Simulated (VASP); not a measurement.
CaO:

```
CELL_PARAMETERS angstrom
0.00000 2.45070 2.45070
2.45070 0.00000 2.45070
2.45070 2.45070 0.00000
ATOMIC_POSITIONS crystal
Ca 0.00000 0.00000 0.00000
O 0.50000 0.50000 0.50000
```

Base run:

| Property | Result |
| --- | --- |
| Program | VASP 6.6.1 |
| Functional | PBEsol |
| Potentials or basis | VASP PAW PBE potentials, release 64 (Ca_sv, O) |
| Cutoff | 520 eV |
| k mesh | 10 × 10 × 10 |
| Occupations | fermi-dirac, width 0.05 eV |
| Spin | no spin polarisation |

Its results: band gap on the k mesh 3.55 eV (least direct gap 3.94 eV); pressure -7.6 GPa.

Problem. After a change of settings the same cell gave: band gap on the k mesh 3.64 eV (least direct gap 4.03 eV); pressure -3.7 GPa. Which change was it?
A. further incar settings from ALGO = Normal; EDIFF = 1e-06; NBANDS = 15 to ALGO = Normal; EDIFF = 1e-07; NBANDS = 15; dispersion from none to D4
B. functional from PBEsol to PBE
C. functional from PBEsol to BLYP

Solution. B.

PBE binds less tightly than PBEsol, so the same cell stands under more pressure.

Caveats: the cell stands under tension; the PAW data sets were made with another functional, which shifts forces and pressure a little (at least some runs).
